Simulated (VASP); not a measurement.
# SnO2 (I4_1/amd) in VASP: relaxation of shape and atoms at fixed volume with PBEsol

Aim: the relaxation of shape and atoms at fixed volume of SnO2 with PBEsol.

Program: VASP 6.6.1. These are calculated values, not measurements. Logs are shortened: lines on timing, memory, paths and dates and some standing lists are left out, and cuts for length are marked.

**1. The cell of the first run**

Symmetry: I4_1/amd, No. 141, tetragonal system. Conventional cell: a = 4.085 Å, b = 4.085 Å, c = 10.473 Å, α = 90.00°, β = 90.00°, γ = 90.00°. Within 2.8 Å of Sn (site symmetry -4m2) lie 6 O at 2.11 Å. Within 2.8 Å of O (site symmetry 2mm) lie 3 Sn at 2.11 Å and 2 O at 2.60 Å.

**2. Relaxation of shape and atoms at fixed volume, PBEsol (14.57 Å³/atom)**

INCAR reads:

```
SYSTEM = SnO2
  ALGO = Normal
  EDIFF = 1E-6
  EDIFFG = -0.01
  ENCUT = 600
  GGA = PS
  IBRION = 2
  ISIF = 4
  ISMEAR = 0
  LASPH = .TRUE.
  LCHARG = .FALSE.
  LREAL = .FALSE.
  LWAVE = .FALSE.
  NELM = 100
  NSW = 50
  PREC = Accurate
  SIGMA = 0.02
```

KPOINTS reads:

```
k-points
0
G
  10 10 10
  0 0 0
```

POSCAR reads:

```
SnO2
1.0
   -2.0427493862      2.0427493862      5.2366302197
    2.0427493862     -2.0427493862      5.2366302197
    2.0427493862      2.0427493862     -5.2366302197
Sn O
2 4
Direct
    0.7500000000      0.2500000000      0.5000000000
    0.0000000000      0.0000000000      0.0000000000
    0.7985291058      0.7985291058      0.0000000000
    0.9514708942      0.4514708942      0.5000000000
    0.2014708942      0.2014708942      0.0000000000
    0.5485291058      0.0485291058      0.5000000000
```

Potentials or basis: VASP PAW PBE potentials, release 64 (Sn_d, O).

Run with:

```bash
$ cat potpaw_PBE.64/Sn_d/POTCAR potpaw_PBE.64/O/POTCAR > POTCAR
$ mpirun -np 1 vasp_std > vasp.out
```

OUTCAR:

```text
SYSTEM = SnO2
   EDIFF = 1E-6
   EDIFFG = -0.01
   ENCUT = 600
   GGA = PS
   IBRION = 2
   ISIF = 4
   ISMEAR = 0
   LASPH = .TRUE.
   LREAL = .FALSE.
   NELM = 100
   NSW = 50
   PREC = Accurate

 ion  position               nearest neighbor table
   1  0.750  0.250  0.500-   3 2.11   5 2.11   3 2.11   5 2.11   4 2.11   6 2.11   2 3.32   2 3.32
                             2 3.32   2 3.32
   2  0.000  0.000  0.000-   6 2.11   4 2.11   6 2.11   4 2.11   3 2.11   5 2.11   1 3.32   1 3.32
                             1 3.32   1 3.32
   3  0.799  0.799  0.000-   1 2.11   1 2.11   2 2.11
   4  0.951  0.451  0.500-   2 2.11   2 2.11   1 2.11
   5  0.201  0.201  0.000-   1 2.11   1 2.11   2 2.11
   6  0.549  0.049  0.500-   2 2.11   2 2.11   1 2.11

  LATTYP: Found a body centered tetragonal cell.
 ALAT       =     4.0854987724
 C/A-ratio  =     2.5635206429

  Lattice vectors:

 A1 = (  -2.0427493862,   2.0427493862,   5.2366302197)
 A2 = (   2.0427493862,  -2.0427493862,   5.2366302197)
 A3 = (   2.0427493862,   2.0427493862,  -5.2366302197)

Analysis of symmetry for initial positions (statically):
=====================================================================
 Subroutine PRICEL returns:
 Original cell was already a primitive cell.

 Routine SETGRP: Setting up the symmetry group for a
 body centered tetragonal supercell.

 Subroutine GETGRP returns: Found 16 space group operations
 (whereof  8 operations were pure point group operations)
 out of a pool of 16 trial point group operations.

The static configuration has the point symmetry D_2d.
 The point group associated with its full space group is D_4h.

Analysis of symmetry for dynamics (positions and initial velocities):
=====================================================================
 Subroutine PRICEL returns:
 Original cell was already a primitive cell.

 Routine SETGRP: Setting up the symmetry group for a
 body centered tetragonal supercell.

 Subroutine GETGRP returns: Found 16 space group operations
 (whereof  8 operations were pure point group operations)
 out of a pool of 16 trial point group operations.

The dynamic configuration has the point symmetry D_2d.
 The point group associated with its full space group is D_4h.

 Subroutine INISYM returns: Found 16 space group operations
 (whereof  8 operations are pure point group operations),
 and found     1 'primitive' translations

----------------------------------------------------------------------------------------

                                     Primitive cell

  volume of cell :      87.4062

  direct lattice vectors                    reciprocal lattice vectors
    -2.042749386  2.042749386  5.236630220     0.000000000  0.244768156  0.095481250
     2.042749386 -2.042749386  5.236630220     0.244768156  0.000000000  0.095481250
     2.042749386  2.042749386 -5.236630220     0.244768156  0.244768156  0.000000000

  length of vectors
     5.980630917  5.980630917  5.980630917     0.262732029  0.262732029  0.346154446

  position of ions in fractional coordinates (direct lattice)
     0.750000000  0.250000000  0.500000000
     0.000000000  0.000000000  0.000000000
     0.798529106  0.798529106  0.000000000
     0.951470894  0.451470894  0.500000000
     0.201470894  0.201470894  0.000000000
     0.548529106  0.048529106  0.500000000

  ion indices of the primitive-cell ions
   primitive index   ion index
                 1           1
                 2           2
                 3           3
                 4           4
                 5           5
                 6           6

----------------------------------------------------------------------------------------

 KPOINTS: k-points

Automatic generation of k-mesh.
 Grid dimensions read from file:
 generate k-points for:   10   10   10

 Generating k-lattice:

  Cartesian coordinates                     Fractional coordinates (reciprocal lattice)
     0.000000000  0.024476816  0.009548125     0.100000000  0.000000000 -0.000000000
     0.024476816  0.000000000  0.009548125     0.000000000  0.100000000 -0.000000000
     0.024476816  0.024476816  0.000000000     0.000000000  0.000000000  0.100000000

  Length of vectors
     0.026273203  0.026273203  0.034615445

  Shift w.r.t. Gamma in fractional coordinates (k-lattice)
     0.000000000  0.000000000  0.000000000

 Subroutine IBZKPT returns following result:
 ===========================================

 Found    102 irreducible k-points:

 Following reciprocal coordinates:
            Coordinates               Weight
  0.000000  0.000000  0.000000      1.000000
  0.100000  0.000000  0.000000      8.000000
  0.200000  0.000000  0.000000      8.000000
  0.300000  0.000000  0.000000      8.000000
  0.400000  0.000000  0.000000      8.000000
  0.500000  0.000000  0.000000      4.000000
[... 16 lines left out ...]
  0.300000  0.300000  0.000000      8.000000
  0.400000  0.300000  0.000000     16.000000
 [... further k-points ...]
   k-points           NKPTS =    102   k-points in BZ     NKDIM =    102   number of bands    NBANDS=     31
   number of dos      NEDOS =    301   number of ions     NIONS =      6
   total plane-waves  NPLWV = 110592
   dimension x,y,z NGX =    48 NGY =   48 NGZ =   48
   dimension x,y,z NGXF=    96 NGYF=   96 NGZF=   96
   ions per type =               2   4
   NGX,Y,Z   is equivalent  to a cutoff of  13.34, 13.34, 13.34 a.u.
   NGXF,Y,Z  is equivalent  to a cutoff of  26.69, 26.69, 26.69 a.u.
 SYSTEM =  SnO2
   PREC   = accura    normal or accurate (medium, high low for compatibility)
   ISTART =      0    job   : 0-new  1-cont  2-samecut
   ICHARG =      2    charge: 1-file 2-atom 10-const
   ISPIN  =      1    spin polarized calculation?
   LNONCOLLINEAR =      F non collinear calculations
   LSORBIT =      F    spin-orbit coupling
   LASPH  =      T    aspherical Exc in radial PAW
   ENCUT  =  600.0 eV  44.10 Ry    6.64 a.u.  11.94 11.94 11.94*2*pi/ulx,y,z
   NELM   =    100;   NELMIN=  2; NELMDL= -5     # of ELM steps
   EDIFF  = 0.1E-05   stopping-criterion for ELM
   LREAL  =      F    real-space projection
   EDIFFG = -.1E-01   stopping-criterion for IOM
   NSW    =     50    number of steps for IOM
   IBRION =      2    ionic relax: 0-MD 1-quasi-New 2-CG
   NFREE  =      1    steps in history (QN), initial steepest desc. (CG)
   ISIF   =      4    stress and relaxation
   ISYM   =      2    0-nonsym 1-usesym 2-fastsym
   POTIM  = 0.5000    time-step for ionic-motion
   TEBEG  =    0.0;   TEEND  =   0.0 temperature during run
   PSTRESS=    0.0 pullay stress
   NELECT =      52.0000    total number of electrons
   NUPDOWN=      -1.0000    fix difference up-down
   EMIN   =  10.00;   EMAX   =-10.00  energy-range for DOS
   EFERMI =   0.00;   METHOD = LEGACY
   ISMEAR =     0;   SIGMA  =   0.02  broadening in eV -4-tet -1-fermi 0-gaus
   EFERMI_NEDOS =   21; number of points for ismear=-14 and -15
   IALGO  =     38    algorithm
   IMIX   =      4    mixing-type and parameters
     AMIX     =   0.40;   BMIX     =  1.00
     AMIX_MAG =   1.60;   BMIX_MAG =  1.00
  volume/ion in A,a.u.               =      14.57        98.31
  Fermi-wavevector in a.u.,A,eV,Ry     =   1.376877  2.601921 25.793805  1.895791
  Thomas-Fermi vector in A             =   2.502082
   LORBIT       =      0    0 simple, 1 ext, 2 COOP (PROOUT), +10 PAW based schemes
   GGA     = PS    functional components
   LHFCALC =     F    Hartree Fock is set to
   AEXX    =    0.0000 exact exchange contribution
   IVDW    =     0    specifies the selected vdW correction
   LEPSILON=     F    determine dielectric tensor
   LRPA    =     F    only Hartree local field effects (RPA)
 conjugate gradient relaxation of ions
 non-spin polarized calculation
 Gauss-broadening in eV      SIGMA  =   0.02
  energy-cutoff  :      600.00
  volume of cell :       87.41
 maximum number of plane-waves:      2936
   NGX = 23   NGY = 23   NGZ = 23

--------------------------------------- Ionic step        1  -------------------------------------------

 number of electron      51.9999998 magnetization

 Free energy of the ion-electron system (eV)
  ---------------------------------------------------
  ext. energy  EPLUGINS =         0.00000000
  ---------------------------------------------------
  free energy    TOTEN  =       -39.12142889 eV

  energy without entropy =      -39.12142889  energy(sigma->0) =      -39.12142889

------------------------ aborting loop because EDIFF is reached ----------------------------------------

  FORCE on cell =-STRESS in cart. coord.  units (eV):
  Direction    XX          YY          ZZ          XY          YZ          ZX
  --------------------------------------------------------------------------------------
  -------------------------------------------------------------------------------------
  Total       -4.1482464     -4.1482464     -4.6265427      0.0000000      0.0000000      0.0000000
  in kB      -76.0384137    -76.0384137    -84.8057073      0.0000000      0.0000000      0.0000000
  external PRESSURE =     -78.9608449 kB  Pullay stress =       0.0000000 kB
[... 145 lines left out ...]
  energy  without entropy=      -39.1242099288  energy(sigma->0) =      -39.12420993

--------------------------------------- Ionic step        5  -------------------------------------------

 number of electron      51.9999996 magnetization

 Free energy of the ion-electron system (eV)
  ---------------------------------------------------
  ext. energy  EPLUGINS =         0.00000000
  ---------------------------------------------------
  free energy    TOTEN  =       -39.12452550 eV

  energy without entropy =      -39.12452550  energy(sigma->0) =      -39.12452550

 E-fermi :   3.3603     XC(G=0): -10.2139

 val. band max:        3.2703215015   @ k =  -0.4000   0.4000   0.0000
 cond. band min:       4.3057898646   @ k =   0.0000   0.0000   0.0000
 fundamental gap:      1.0354683631
 Fermi energy:         3.3602776745

 k-point     1 :       0.0000    0.0000    0.0000
  band No.  band energies     occupation
      1     -16.9779      2.00000
      2     -16.9412      2.00000
      3     -16.8330      2.00000
      4     -16.4230      2.00000
      5     -16.3252      2.00000
      6     -16.3252      2.00000
[... 805 lines left out ...]
     30      11.3059      0.00000
     31      11.7584      0.00000

 [... further k-points ...]

------------------------ aborting loop because EDIFF is reached ----------------------------------------

  FORCE on cell =-STRESS in cart. coord.  units (eV):
  Direction    XX          YY          ZZ          XY          YZ          ZX
  --------------------------------------------------------------------------------------
  -------------------------------------------------------------------------------------
  Total       -4.0747694     -4.0747694     -4.0732372      0.0000000      0.0000000      0.0000000
  in kB      -74.6915626    -74.6915626    -74.6634760      0.0000000      0.0000000      0.0000000
  external PRESSURE =     -74.6822004 kB  Pullay stress =       0.0000000 kB
[... 21 lines left out ...]
  FREE ENERGIE OF THE ION-ELECTRON SYSTEM (eV)
  ---------------------------------------------------
  free  energy   TOTEN  =       -39.1245254995 eV

  energy  without entropy=      -39.1245254995  energy(sigma->0) =      -39.12452550

 reached required accuracy - stopping structural energy minimisation
```

It took 36 min on 1 thread of Oxide Virtual Turin-like, shared host; peak memory 0.47 GiB.

Results:

* Free energy: -39.1245 eV
* Energy gained by relaxing: 0.5 meV/atom
* Ionic steps: 5
* Pressure after relaxing: -7.5 GPa
* Band gap on the k mesh: 1.04 eV (least direct gap 1.32 eV)

Step by step:
```
step  energy change (eV)  largest force (eV/Å)  pressure (GPa)  volume (Å³)
   1              0.0000                0.1429           -7.90        87.41
   2             -0.0025                0.0148           -7.51        87.41
   3             -0.0025                0.0196           -7.52        87.41
   4             -0.0028                0.0148           -7.51        87.41
   5             -0.0031                0.0004           -7.47        87.41
```

Final structure:
```
CELL_PARAMETERS angstrom
-2.04150 2.04150 5.24305
2.04150 -2.04150 5.24305
2.04150 2.04150 -5.24305
ATOMIC_POSITIONS crystal
Sn 0.75000 0.25000 0.50000
Sn 0.00000 0.00000 0.00000
O 0.79965 0.79965 0.00000
O 0.95035 0.45035 0.50000
O 0.20035 0.20035 0.00000
O 0.54965 0.04965 0.50000
```

Caveat: the PAW data sets were made with another functional, which shifts forces and pressure a little; spin-orbit coupling is left out, which moves the levels of the heavy elements.
